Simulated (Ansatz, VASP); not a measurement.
**TiOs in VASP and in Ansatz**

```xyz
2
Lattice="3.1205 0.0000 0.0000 0.0000 3.1205 0.0000 0.0000 0.0000 3.1205" Properties=species:S:1:pos:R:3 pbc="T T T"
Ti    1.5603    1.5603    1.5603
Os    0.0000    0.0000    0.0000
```

Change from the starting cell: volume scaled by 1.04.

Alike in both runs: task single point; functional PBEsol; k mesh 13 × 13 × 13; occupations fermi-dirac, width 0.03 eV; no spin polarisation.

|  | VASP | Ansatz |
| --- | --- | --- |
| version | VASP 6.6.1 | Ansatz 0.2.0 |
| potentials or method | VASP PAW PBE potentials, release 64 (Ti_sv, Os), cutoff 520 eV | all-electron LAPW, scalar-relativistic |

VASP gave:

- pressure (GPa): -13.7

Task: Estimate Ansatz's values.

Result: Pressure (GPa): -13.5.

VASP's potentials were made for PBE, not for PBEsol. Ansatz ran all-electron here, and VASP with PAW potentials.

Spin-orbit coupling is off throughout.
